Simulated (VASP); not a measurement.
# CdIn2O2 (I4/mmm) in VASP: single point with PBE

Aim: the single point of CdIn2O2 with PBE.

Program: VASP 6.6.1. These are calculated values, not measurements. Logs are shortened: lines on timing, memory, paths and dates and some standing lists are left out, and cuts for length are marked.

## 1. The cell of the first run

The structure is tetragonal, space group I4/mmm (No. 139). Conventional cell: a = 5.785 Å, b = 5.785 Å, c = 6.579 Å, α = 90.00°, β = 90.00°, γ = 90.00°. Cd (site symmetry 4/mmm) has 4 O at 2.89 Å and 8 In at 3.33 Å within 3.8 Å. Within 2.2 Å of In (site symmetry -4m2) lie 2 O at 1.64 Å. Within 2.2 Å of O (site symmetry mmm) lie 2 In at 1.64 Å.

## 2. Single point, PBE

File INCAR:

```
SYSTEM = CdIn2O2
  PREC = Accurate
  ENCUT = 520
  EDIFF = 1E-6
  ISMEAR = 0
  SIGMA = 0.1
  LREAL = .FALSE.
  LASPH = .TRUE.
  NELM = 60
  ALGO = Normal
  ISIF = 2
  LWAVE = .FALSE.
  LCHARG = .FALSE.
  GGA = PE
  NBANDS = 33
```

File KPOINTS:

```
Automatic mesh
0
G
  4 4 4
  0 0 0
```

File POSCAR:

```
CdIn2O2
1.0
   -2.8925578000      2.8925578000      3.2897238000
    2.8925578000     -2.8925578000      3.2897238000
    2.8925578000      2.8925578000     -3.2897238000
Cd In O
1 2 2
Direct
    0.0000000000      0.0000000000      0.0000000000
    0.7500000000      0.2500000000      0.5000000000
    0.2500000000      0.7500000000      0.5000000000
    0.5000000000      0.0000000000      0.5000000000
    0.0000000000      0.5000000000      0.5000000000
```

Potentials or basis: VASP PAW PBE potentials, release 64 (Cd, In_d, O).

Run with:

```sh
$ cat potpaw_PBE.64/Cd/POTCAR potpaw_PBE.64/In_d/POTCAR potpaw_PBE.64/O/POTCAR > POTCAR
$ mpirun -np 1 vasp_std > vasp.out
```

OUTCAR:

```text
SYSTEM = CdIn2O2
   PREC = Accurate
   ENCUT = 520
   EDIFF = 1E-6
   ISMEAR = 0
   LREAL = .FALSE.
   LASPH = .TRUE.
   NELM = 60
   ISIF = 2
   GGA = PE

 ion  position               nearest neighbor table
   1  0.000  0.000  0.000-   2 3.33   3 3.33   2 3.33   3 3.33   2 3.33   3 3.33   2 3.33   3 3.33

   2  0.750  0.250  0.500-   4 1.64   5 1.64   3 3.29   3 3.29   1 3.33   1 3.33   1 3.33   1 3.33

   3  0.250  0.750  0.500-   4 1.64   5 1.64   2 3.29   2 3.29   1 3.33   1 3.33   1 3.33   1 3.33

   4  0.500  0.000  0.500-   2 1.64   3 1.64
   5  0.000  0.500  0.500-   2 1.64   3 1.64

  LATTYP: Found a body centered tetragonal cell.
 ALAT       =     5.7851156000
 C/A-ratio  =     1.1373061586

  Lattice vectors:

 A1 = (  -2.8925578000,   2.8925578000,   3.2897238000)
 A2 = (   2.8925578000,  -2.8925578000,   3.2897238000)
 A3 = (   2.8925578000,   2.8925578000,  -3.2897238000)

Analysis of symmetry for initial positions (statically):
=====================================================================
 Subroutine PRICEL returns:
 Original cell was already a primitive cell.

 Routine SETGRP: Setting up the symmetry group for a
 body centered tetragonal supercell.

 Subroutine GETGRP returns: Found 16 space group operations
 (whereof 16 operations were pure point group operations)
 out of a pool of 16 trial point group operations.

The static configuration has the point symmetry D_4h.

Analysis of symmetry for dynamics (positions and initial velocities):
=====================================================================
 Subroutine PRICEL returns:
 Original cell was already a primitive cell.

 Routine SETGRP: Setting up the symmetry group for a
 body centered tetragonal supercell.

 Subroutine GETGRP returns: Found 16 space group operations
 (whereof 16 operations were pure point group operations)
 out of a pool of 16 trial point group operations.

The dynamic configuration has the point symmetry D_4h.

 Subroutine INISYM returns: Found 16 space group operations
 (whereof 16 operations are pure point group operations),
 and found     1 'primitive' translations

----------------------------------------------------------------------------------------

                                     Primitive cell

  volume of cell :     110.0990

  direct lattice vectors                    reciprocal lattice vectors
    -2.892557800  2.892557800  3.289723800     0.000000000  0.172857393  0.151988444
     2.892557800 -2.892557800  3.289723800     0.172857393  0.000000000  0.151988444
     2.892557800  2.892557800 -3.289723800     0.172857393  0.172857393  0.000000000

  length of vectors
     5.249387005  5.249387005  5.249387005     0.230174206  0.230174206  0.244457269

  position of ions in fractional coordinates (direct lattice)
     0.000000000  0.000000000  0.000000000
     0.750000000  0.250000000  0.500000000
     0.250000000  0.750000000  0.500000000
     0.500000000  0.000000000  0.500000000
     0.000000000  0.500000000  0.500000000

  ion indices of the primitive-cell ions
   primitive index   ion index
                 1           1
                 2           2
                 3           3
                 4           4
                 5           5

----------------------------------------------------------------------------------------

 KPOINTS: Automatic mesh

Automatic generation of k-mesh.
 Grid dimensions read from file:
 generate k-points for:    4    4    4

 Generating k-lattice:

  Cartesian coordinates                     Fractional coordinates (reciprocal lattice)
     0.000000000  0.043214348  0.037997111     0.250000000  0.000000000  0.000000000
     0.043214348  0.000000000  0.037997111     0.000000000  0.250000000  0.000000000
     0.043214348  0.043214348  0.000000000     0.000000000  0.000000000  0.250000000

  Length of vectors
     0.057543552  0.057543552  0.061114317

  Shift w.r.t. Gamma in fractional coordinates (k-lattice)
     0.000000000  0.000000000  0.000000000

 Subroutine IBZKPT returns following result:
 ===========================================

 Found     13 irreducible k-points:

 Following reciprocal coordinates:
            Coordinates               Weight
  0.000000  0.000000  0.000000      1.000000
  0.250000  0.000000  0.000000      8.000000
  0.500000  0.000000  0.000000      4.000000
  0.250000  0.250000  0.000000      8.000000
  0.500000  0.250000  0.000000     16.000000
 -0.250000  0.250000  0.000000      4.000000
  0.500000  0.500000  0.000000      2.000000
  0.250000  0.250000  0.250000      2.000000
 -0.250000  0.250000  0.250000      4.000000
  0.500000  0.500000  0.250000      4.000000
 -0.250000  0.500000  0.250000      8.000000
 -0.250000 -0.250000  0.250000      2.000000
  0.500000  0.500000  0.500000      1.000000
   k-points           NKPTS =     13   k-points in BZ     NKDIM =     13   number of bands    NBANDS=     33
   number of dos      NEDOS =    301   number of ions     NIONS =      5
   total plane-waves  NPLWV =  64000
   dimension x,y,z NGX =    40 NGY =   40 NGZ =   40
   dimension x,y,z NGXF=    80 NGYF=   80 NGZF=   80
   ions per type =               1   2   2
   NGX,Y,Z   is equivalent  to a cutoff of  12.67, 12.67, 12.67 a.u.
   NGXF,Y,Z  is equivalent  to a cutoff of  25.34, 25.34, 25.34 a.u.
 SYSTEM =  CdIn2O2
   PREC   = accura    normal or accurate (medium, high low for compatibility)
   ISTART =      0    job   : 0-new  1-cont  2-samecut
   ICHARG =      2    charge: 1-file 2-atom 10-const
   ISPIN  =      1    spin polarized calculation?
   LNONCOLLINEAR =      F non collinear calculations
   LSORBIT =      F    spin-orbit coupling
   LASPH  =      T    aspherical Exc in radial PAW
   ENCUT  =  520.0 eV  38.22 Ry    6.18 a.u.   9.76  9.76  9.76*2*pi/ulx,y,z
   NELM   =     60;   NELMIN=  2; NELMDL= -5     # of ELM steps
   EDIFF  = 0.1E-05   stopping-criterion for ELM
   LREAL  =      F    real-space projection
   EDIFFG = 0.1E-04   stopping-criterion for IOM
   NSW    =      0    number of steps for IOM
   IBRION =     -1    ionic relax: 0-MD 1-quasi-New 2-CG
   NFREE  =      0    steps in history (QN), initial steepest desc. (CG)
   ISIF   =      2    stress and relaxation
   ISYM   =      2    0-nonsym 1-usesym 2-fastsym
   POTIM  = 0.5000    time-step for ionic-motion
   TEBEG  =    0.0;   TEEND  =   0.0 temperature during run
   PSTRESS=    0.0 pullay stress
   NELECT =      50.0000    total number of electrons
   NUPDOWN=      -1.0000    fix difference up-down
   EMIN   =  10.00;   EMAX   =-10.00  energy-range for DOS
   EFERMI =   0.00;   METHOD = LEGACY
   ISMEAR =     0;   SIGMA  =   0.10  broadening in eV -4-tet -1-fermi 0-gaus
   EFERMI_NEDOS =   21; number of points for ismear=-14 and -15
   IALGO  =     38    algorithm
   IMIX   =      4    mixing-type and parameters
     AMIX     =   0.40;   BMIX     =  1.00
     AMIX_MAG =   1.60;   BMIX_MAG =  1.00
  volume/ion in A,a.u.               =      22.02       148.60
  Fermi-wavevector in a.u.,A,eV,Ry     =   1.258356  2.377949 21.544292  1.583461
  Thomas-Fermi vector in A             =   2.391970
   LORBIT       =      0    0 simple, 1 ext, 2 COOP (PROOUT), +10 PAW based schemes
   GGA     = PE    functional components
   LHFCALC =     F    Hartree Fock is set to
   AEXX    =    0.0000 exact exchange contribution
   IVDW    =     0    specifies the selected vdW correction
   LEPSILON=     F    determine dielectric tensor
   LRPA    =     F    only Hartree local field effects (RPA)
 non-spin polarized calculation
 Gauss-broadening in eV      SIGMA  =   0.10
  energy-cutoff  :      520.00
  volume of cell :      110.10
 maximum number of plane-waves:      2976
   NGX = 19   NGY = 19   NGZ = 19

 number of electron      49.9999994 magnetization

 Free energy of the ion-electron system (eV)
  ---------------------------------------------------
  ext. energy  EPLUGINS =         0.00000000
  ---------------------------------------------------
  free energy    TOTEN  =        -8.80958207 eV

  energy without entropy =       -8.79612371  energy(sigma->0) =       -8.80285289

 E-fermi :   4.5849     XC(G=0):  -9.1403

 val. band max:        4.5138511011   @ k =  -0.2500   0.5000   0.2500
 cond. band min:       4.7030132836   @ k =   0.5000   0.2500   0.0000
 fundamental gap:      0.1891621825
 Fermi energy:         4.5848633947

 k-point     1 :       0.0000    0.0000    0.0000
  band No.  band energies     occupation
      1     -19.9017      2.00000
      2     -16.9662      2.00000
      3     -14.2831      2.00000
      4     -11.9216      2.00000
      5     -11.9216      2.00000
      6     -11.2470      2.00000
[... 25 lines left out ...]
     32      10.7883      0.00000
     33      10.8738      0.00000

 k-point     2 :       0.2500    0.0000    0.0000
  band No.  band energies     occupation
      1     -19.6451      2.00000
      2     -17.7854      2.00000
      3     -13.1399      2.00000
      4     -11.8332      2.00000
      5     -11.8308      2.00000
      6     -11.3545      2.00000
[... 25 lines left out ...]
     32      10.5254      0.00000
     33      10.5626      0.00000

 k-point     3 :       0.5000    0.0000    0.0000
  band No.  band energies     occupation
      1     -18.9015      2.00000
      2     -18.8991      2.00000
      3     -11.6169      2.00000
      4     -11.6097      2.00000
      5     -11.5921      2.00000
      6     -11.5915      2.00000
[... 25 lines left out ...]
     32      10.3026      0.00000
     33      11.7179      0.00000

 k-point     4 :       0.2500    0.2500    0.0000
  band No.  band energies     occupation
      1     -18.9052      2.00000
      2     -18.8954      2.00000
      3     -11.6215      2.00000
      4     -11.6074      2.00000
      5     -11.5968      2.00000
      6     -11.5841      2.00000
[... 277 lines left out ...]
     32      11.4087      0.00000
     33      11.5286      0.00000

 k-point    12 :      -0.2500   -0.2500    0.2500
  band No.  band energies     occupation
      1     -18.9115      2.00000
      2     -18.8917      2.00000
      3     -11.6148      2.00000
      4     -11.6148      2.00000
      5     -11.5867      2.00000
      6     -11.5867      2.00000
[... 25 lines left out ...]
     32      10.0368      0.00000
     33      10.8374      0.00000

 k-point    13 :       0.5000    0.5000    0.5000
  band No.  band energies     occupation
      1     -19.8841      2.00000
      2     -16.9998      2.00000
      3     -14.2863      2.00000
      4     -11.8928      2.00000
      5     -11.8928      2.00000
      6     -11.2579      2.00000
[... 25 lines left out ...]
     32      11.9655      0.00000
     33      12.4729      0.00000

------------------------ aborting loop because EDIFF is reached ----------------------------------------

  FORCE on cell =-STRESS in cart. coord.  units (eV):
  Direction    XX          YY          ZZ          XY          YZ          ZX
  --------------------------------------------------------------------------------------
  -------------------------------------------------------------------------------------
  Total        0.9168082      0.9168082     91.1023172      0.0000000      0.0000000      0.0000000
  in kB       13.3415275     13.3415275   1325.7342798      0.0000000      0.0000000      0.0000000
  external PRESSURE =     450.8057782 kB  Pullay stress =       0.0000000 kB

 VOLUME and BASIS-vectors are now :
 -----------------------------------------------------------------------------
  energy-cutoff  :      520.00
  volume of cell :      110.10
      direct lattice vectors                 reciprocal lattice vectors
    -2.892557800  2.892557800  3.289723800     0.000000000  0.172857393  0.151988444
     2.892557800 -2.892557800  3.289723800     0.172857393  0.000000000  0.151988444
     2.892557800  2.892557800 -3.289723800     0.172857393  0.172857393  0.000000000

 POSITION                                       TOTAL-FORCE (eV/Angst)
 -----------------------------------------------------------------------------------
      0.00000      0.00000      0.00000        -0.000000      0.000000      0.000000
      0.00000      2.89256      1.64486         0.000000     -0.000000     -0.000000
      2.89256      0.00000      1.64486         0.000000      0.000000      0.000000
      0.00000      2.89256      0.00000        -0.000000      0.000000      0.000000
      2.89256      0.00000      0.00000        -0.000000      0.000000      0.000000
 -----------------------------------------------------------------------------------
    total drift:                                0.000000      0.000000     -0.000000

  FREE ENERGIE OF THE ION-ELECTRON SYSTEM (eV)
  ---------------------------------------------------
  free  energy   TOTEN  =        -8.8095820736 eV

  energy  without entropy=       -8.7961237123  energy(sigma->0) =       -8.80285289
```

It took 52 s on 1 thread of Intel Xeon Platinum 8488C (Sapphire Rapids), shared host; peak memory 0.25 GiB.

Results:

```yaml
Free_energy: -8.8096 eV
Pressure: 45.1 GPa
Band_gap_on_the_k_mesh: zero (band 25 reaches 5.29 eV, above the bottom of band 26 at 3.32 eV)
```

Caveat: the k points lie up to 0.38 Å⁻¹ apart; spin-orbit coupling is left out, which moves the levels of the heavy elements.
